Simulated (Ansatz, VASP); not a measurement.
Ti: VASP beside Ansatz

```
Ti
1.0
    -1.65187    1.65187    1.65187
     1.65187   -1.65187    1.65187
     1.65187    1.65187   -1.65187
Ti
1
Direct
  0.00000 0.00000 0.00000
```

Alike in both runs: task single point; functional BHLYP; k mesh 6 × 6 × 6; occupations fermi-dirac, width 0.05 eV; no spin polarisation.

|  | VASP | Ansatz |
| --- | --- | --- |
| version | VASP 6.6.1 | Ansatz 0.2.0 |
| potentials or method | VASP PAW PBE potentials, release 64 (Ti_sv) | Ansatz PAW |
| plane-wave cutoff (eV) | 520 | 420 |
| valence electrons in the cell | 12 | 12 |

Ansatz gave:

| Property | Result |
| --- | --- |
| gap on the k mesh at the Fermi level (eV) | none |
| pressure (GPa) | -4.4 |

Task: What did VASP give for the same quantities?

Result: gap on the k mesh at the Fermi level (eV): none; pressure (GPa): -5.0.

VASP's potentials were made for PBE, not for BHLYP. A gap of «none» marks a metal or a gap that the smearing closes. The functional is the same, so the differences come from potentials, cutoffs and numerics.

The k mesh is coarse, so the values compare programs but aren't converged.
